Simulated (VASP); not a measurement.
# TiPbO3 (Pm-3m) in VASP: notebook, part 2 of 2

VASP 6.6.1. Earlier steps stand in the parts before.

### 3 Single point, PBE+D3(BJ)

INCAR

```
PREC     = Accurate       # precision mode
ENCUT    = 600            # plane-wave cutoff, eV
EDIFF    = 1E-6           # SCF threshold, eV
ISMEAR   = 0              # smearing method
SIGMA    = 0.01           # smearing width, eV
LREAL    = F              # projectors in reciprocal space
LASPH    = T              # aspherical terms in the spheres
NELM     = 120            # most SCF steps
ALGO     = Normal         # electronic algorithm
ISIF     = 2              # what is computed and relaxed
LWAVE    = F              # write WAVECAR
LCHARG   = T              # write CHGCAR
GGA      = PE             # functional
IVDW     = 12             # dispersion correction
LELF     = T              # ELF
LVHAR    = T            
NBANDS   = 30             # bands
GGA_COMPAT= F
```

KPOINTS

```
regular mesh
0
Gamma
  6 6 6
```

POSCAR

```
TiPbO3
1.0
    3.9406659048      0.0000000000      0.0000000000
    0.0000000000      3.9406659048      0.0000000000
    0.0000000000      0.0000000000      3.9406659048
Ti Pb O
1 1 3
Direct
    0.5000000000      0.5000000000      0.5000000000
    0.0000000000      0.0000000000      0.0000000000
    0.0000000000      0.5000000000      0.5000000000
    0.5000000000      0.0000000000      0.5000000000
    0.5000000000      0.5000000000      0.0000000000
```

Potentials or basis: VASP PAW PBE potentials, release 64 (Ti_sv, Pb_d, O).

Command:

```console
> cat potpaw_PBE.64/Ti_sv/POTCAR potpaw_PBE.64/Pb_d/POTCAR potpaw_PBE.64/O/POTCAR > POTCAR
> mpirun -np 1 vasp_std > vasp.out
```

OUTCAR:

```text
PREC = Accurate
   ENCUT = 600
   EDIFF = 1E-6
   ISMEAR = 0
   LREAL = F
   LASPH = T
   NELM = 120
   ISIF = 2
   GGA = PE
   IVDW = 12
 IVDW          = 12

 ion  position               nearest neighbor table
   1  0.500  0.500  0.500-   3 1.97   4 1.97   5 1.97   5 1.97   4 1.97   3 1.97   2 3.41   2 3.41
                             2 3.41   2 3.41   2 3.41   2 3.41   2 3.41   2 3.41
   2  0.000  0.000  0.000-   3 2.79   4 2.79   5 2.79   3 2.79   4 2.79   3 2.79   5 2.79   3 2.79
                             4 2.79   5 2.79   4 2.79   5 2.79   1 3.41   1 3.41   1 3.41   1 3.41
   3  0.000  0.500  0.500-   1 1.97   1 1.97   2 2.79   2 2.79   2 2.79   2 2.79
   4  0.500  0.000  0.500-   1 1.97   1 1.97   2 2.79   2 2.79   2 2.79   2 2.79
   5  0.500  0.500  0.000-   1 1.97   1 1.97   2 2.79   2 2.79   2 2.79   2 2.79

  LATTYP: Found a simple cubic cell.
 ALAT       =     3.9406659048

  Lattice vectors:

 A1 = (   3.9406659048,   0.0000000000,   0.0000000000)
 A2 = (   0.0000000000,   3.9406659048,   0.0000000000)
 A3 = (   0.0000000000,   0.0000000000,   3.9406659048)

Analysis of symmetry for initial positions (statically):
=====================================================================
 Subroutine PRICEL returns:
 Original cell was already a primitive cell.

 Routine SETGRP: Setting up the symmetry group for a
 simple cubic supercell.

 Subroutine GETGRP returns: Found 48 space group operations
 (whereof 48 operations were pure point group operations)
 out of a pool of 48 trial point group operations.

The static configuration has the point symmetry O_h .

Analysis of symmetry for dynamics (positions and initial velocities):
=====================================================================
 Subroutine PRICEL returns:
 Original cell was already a primitive cell.

 Routine SETGRP: Setting up the symmetry group for a
 simple cubic supercell.

 Subroutine GETGRP returns: Found 48 space group operations
 (whereof 48 operations were pure point group operations)
 out of a pool of 48 trial point group operations.

The dynamic configuration has the point symmetry O_h .

 Subroutine INISYM returns: Found 48 space group operations
 (whereof 48 operations are pure point group operations),
 and found     1 'primitive' translations

----------------------------------------------------------------------------------------

                                     Primitive cell

  volume of cell :      61.1940

  direct lattice vectors                    reciprocal lattice vectors
     3.940665905  0.000000000  0.000000000     0.253764218  0.000000000  0.000000000
     0.000000000  3.940665905  0.000000000     0.000000000  0.253764218  0.000000000
     0.000000000  0.000000000  3.940665905     0.000000000  0.000000000  0.253764218

  length of vectors
     3.940665905  3.940665905  3.940665905     0.253764218  0.253764218  0.253764218

  position of ions in fractional coordinates (direct lattice)
     0.500000000  0.500000000  0.500000000
     0.000000000  0.000000000  0.000000000
     0.000000000  0.500000000  0.500000000
     0.500000000  0.000000000  0.500000000
     0.500000000  0.500000000  0.000000000

[... 31 lines left out ...]

 Found     20 irreducible k-points:

 Following reciprocal coordinates:
            Coordinates               Weight
  0.000000  0.000000  0.000000      1.000000
  0.166667  0.000000  0.000000      6.000000
  0.333333  0.000000  0.000000      6.000000
  0.500000  0.000000  0.000000      3.000000
  0.166667  0.166667  0.000000     12.000000
  0.333333  0.166667  0.000000     24.000000
[... 12 lines left out ...]
  0.500000  0.500000  0.333333      6.000000
  0.500000  0.500000  0.500000      1.000000
   k-points           NKPTS =     20   k-points in BZ     NKDIM =     20   number of bands    NBANDS=     30
   number of dos      NEDOS =    301   number of ions     NIONS =      5
   total plane-waves  NPLWV =  32768
   dimension x,y,z NGX =    32 NGY =   32 NGZ =   32
   dimension x,y,z NGXF=    64 NGYF=   64 NGZF=   64
   ions per type =               1   1   3
   NGX,Y,Z   is equivalent  to a cutoff of  13.50, 13.50, 13.50 a.u.
   NGXF,Y,Z  is equivalent  to a cutoff of  27.00, 27.00, 27.00 a.u.
 SYSTEM =  unknown system
   PREC   = accura    normal or accurate (medium, high low for compatibility)
   ISTART =      0    job   : 0-new  1-cont  2-samecut
   ICHARG =      2    charge: 1-file 2-atom 10-const
   ISPIN  =      1    spin polarized calculation?
   LNONCOLLINEAR =      F non collinear calculations
   LSORBIT =      F    spin-orbit coupling
   LASPH  =      T    aspherical Exc in radial PAW
   ENCUT  =  600.0 eV  44.10 Ry    6.64 a.u.   7.87  7.87  7.87*2*pi/ulx,y,z
   NELM   =    120;   NELMIN=  2; NELMDL= -5     # of ELM steps
   EDIFF  = 0.1E-05   stopping-criterion for ELM
   LREAL  =      F    real-space projection
   EDIFFG = 0.1E-04   stopping-criterion for IOM
   NSW    =      0    number of steps for IOM
   IBRION =     -1    ionic relax: 0-MD 1-quasi-New 2-CG
   NFREE  =      0    steps in history (QN), initial steepest desc. (CG)
   ISIF   =      2    stress and relaxation
   ISYM   =      2    0-nonsym 1-usesym 2-fastsym
   POTIM  = 0.5000    time-step for ionic-motion
   TEBEG  =    0.0;   TEEND  =   0.0 temperature during run
   PSTRESS=    0.0 pullay stress
   NELECT =      44.0000    total number of electrons
   NUPDOWN=      -1.0000    fix difference up-down
   EMIN   =  10.00;   EMAX   =-10.00  energy-range for DOS
   EFERMI =   0.00;   METHOD = LEGACY
   ISMEAR =     0;   SIGMA  =   0.01  broadening in eV -4-tet -1-fermi 0-gaus
   EFERMI_NEDOS =   21; number of points for ismear=-14 and -15
   IALGO  =     38    algorithm
   IMIX   =      4    mixing-type and parameters
     AMIX     =   0.40;   BMIX     =  1.00
     AMIX_MAG =   1.60;   BMIX_MAG =  1.00
  volume/ion in A,a.u.               =      12.24        82.59
  Fermi-wavevector in a.u.,A,eV,Ry     =   1.466637  2.771543 29.266478  2.151025
  Thomas-Fermi vector in A             =   2.582351
   LORBIT       =      0    0 simple, 1 ext, 2 COOP (PROOUT), +10 PAW based schemes
   GGA     = PE    functional components
   LHFCALC =     F    Hartree Fock is set to
   AEXX    =    0.0000 exact exchange contribution
   IVDW    =    12    specifies the selected vdW correction
   LEPSILON=     F    determine dielectric tensor
   LRPA    =     F    only Hartree local field effects (RPA)
 non-spin polarized calculation
 Gauss-broadening in eV      SIGMA  =   0.01
  energy-cutoff  :      600.00
  volume of cell :       61.19
 maximum number of plane-waves:      2054
 NGX is ok and might be reduce to    32
   NGX = 15   NGY = 15   NGZ = 15

 number of electron      43.9999968 magnetization

 Free energy of the ion-electron system (eV)
  ---------------------------------------------------
  ext. energy  EPLUGINS =         0.00000000
  ---------------------------------------------------
  free energy    TOTEN  =       -37.70836249 eV

  energy without entropy =      -37.70836249  energy(sigma->0) =      -37.70836249

 E-fermi :   6.5261     XC(G=0): -11.5896

 val. band max:        6.4357728782   @ k =   0.5000   0.0000   0.0000
 cond. band min:       8.0535641918   @ k =   0.0000   0.0000   0.0000
 fundamental gap:      1.6177913136
 Fermi energy:         6.5260997420

 k-point     1 :       0.0000    0.0000    0.0000
  band No.  band energies     occupation
      1     -50.4858      2.00000
      2     -26.7134      2.00000
      3     -26.7134      2.00000
      4     -26.7134      2.00000
      5     -11.5779      2.00000
      6     -10.4871      2.00000
[... 649 lines left out ...]
     29      14.1352      0.00000
     30      14.1352      0.00000

------------------------ aborting loop because EDIFF is reached ----------------------------------------

 Edisp (eV)   -1.37546

 E8    (eV) :    -0.5844

  FORCE on cell =-STRESS in cart. coord.  units (eV):
  Direction    XX          YY          ZZ          XY          YZ          ZX
  --------------------------------------------------------------------------------------
  -------------------------------------------------------------------------------------
  Total       0.03514     0.03514     0.03514     0.00000    -0.00000     0.00000
  in kB       0.92007     0.92007     0.92007     0.00000    -0.00000     0.00000
  external pressure =        0.92 kB  Pullay stress =        0.00 kB

 VOLUME and BASIS-vectors are now :
 -----------------------------------------------------------------------------
  energy-cutoff  :      600.00
  volume of cell :       61.19
      direct lattice vectors                 reciprocal lattice vectors
     3.940665905  0.000000000  0.000000000     0.253764218  0.000000000  0.000000000
     0.000000000  3.940665905  0.000000000     0.000000000  0.253764218  0.000000000
     0.000000000  0.000000000  3.940665905     0.000000000  0.000000000  0.253764218

 POSITION                                       TOTAL-FORCE (eV/Angst)
 -----------------------------------------------------------------------------------
      1.97033      1.97033      1.97033         0.000000      0.000000      0.000000
      0.00000      0.00000      0.00000         0.000000      0.000000      0.000000
      0.00000      1.97033      1.97033         0.000000      0.000000      0.000000
      1.97033      0.00000      1.97033         0.000000      0.000000      0.000000
      1.97033      1.97033      0.00000         0.000000      0.000000      0.000000
 -----------------------------------------------------------------------------------
    total drift:                                0.000000     -0.000000     -0.000000

  FREE ENERGIE OF THE ION-ELECTRON SYSTEM (eV)
  ---------------------------------------------------
  free  energy   TOTEN  =       -39.0838229279 eV

  energy  without entropy=      -39.0838229279  energy(sigma->0) =      -39.08382293
```

It took 54 s on 1 thread of Intel Xeon 8259CL, shared host; peak memory 0.21 GiB.

What came out:

| Property | Result |
| --- | --- |
| Free energy | -39.0838 eV |
| Pressure | 0.1 GPa |
| Band gap on the k mesh | 1.62 eV, indirect (least direct gap 1.62 eV) |
| Dispersion energy per atom | -0.275 eV |

Caveat: spin-orbit coupling is left out, which moves the levels of the heavy elements. A k mesh can miss the band edges.

### 4 Single point, PBE

This run uses another cell than the first one, of 12.48 Å³/atom, 1.020 times its volume.

INCAR

```
  ALGO = Normal
  EDIFF = 1E-6
  ENCUT = 600
  GGA = PE
  GGA_COMPAT = False
  ISIF = 2
  ISMEAR = 0
  LASPH = True
  LCHARG = False
  LREAL = False
  LWAVE = False
  NBANDS = 30
  NELM = 120
  PREC = Accurate
  SIGMA = 0.01
```

KPOINTS

```
k-points
0
Gamma
  6 6 6
```

Changes to POSCAR since step 3:

```diff
@@ -2,5 +2,5 @@
 1.0
-    3.9406659048      0.0000000000      0.0000000000
-    0.0000000000      3.9406659048      0.0000000000
-    0.0000000000      0.0000000000      3.9406659048
+    3.9665356163      0.0000000000      0.0000000000
+    0.0000000000      3.9665356163      0.0000000000
+    0.0000000000      0.0000000000      3.9665356163
 Ti Pb O
```

Command:

```console
> cat potpaw_PBE.64/Ti_sv/POTCAR potpaw_PBE.64/Pb_d/POTCAR potpaw_PBE.64/O/POTCAR > POTCAR
> mpirun -np 1 vasp_std > vasp.out
```

Wall time 63 s (1 thread of Intel Xeon 8259CL, shared host); peak memory 0.2 GiB.

It converged, with:

* Free energy: -37.7252 eV
* Pressure: 0.1 GPa
* Band gap on the k mesh: 1.64 eV, indirect (least direct gap 1.65 eV)

Levels at points of the mesh, in eV from the valence-band top:
```csv
k point,band 20,band 21,band 22,band 23,band 24,band 25
"(0.00, 0.00, 0.00)",-0.94,-0.94,-0.94,1.64,1.64,1.64
"(0.50, 0.00, 0.00)",-0.92,-0.92,0.00,1.65,2.76,3.26
"(0.50, 0.50, 0.00)",-2.06,-1.52,-0.28,3.28,3.28,3.92
"(0.50, 0.50, 0.50)",-0.32,-0.32,-0.32,3.59,3.59,3.59
```

Caveat: spin-orbit coupling is left out, which moves the levels of the heavy elements. A k mesh can miss the band edges.

### 5 Summary

| level | cell | gap on the mesh (eV) | pressure (GPa) |
| --- | --- | --- | --- |
| revPBE+D3(BJ) | a = 3.940 Å, 5 atoms | 1.64 | 0.1 |
| PBE+D3(BJ) | a = 3.941 Å, 5 atoms | 1.62 | 0.1 |
| PBE | a = 3.967 Å, 5 atoms | 1.64 | 0.1 |

Alike in all rows: task single point; potentials or basis VASP PAW PBE potentials, release 64 (Ti_sv, Pb_d, O); no spin polarisation; k mesh 6 × 6 × 6; cutoff (eV) 600; smearing gaussian 0.01 eV.

Caveats: spin-orbit coupling is left out, which moves the levels of the heavy elements; the PAW data sets were made with another functional, which shifts forces and pressure a little (some runs).

Total energies depend on the potentials used, so only differences within one code and one set of settings carry meaning.
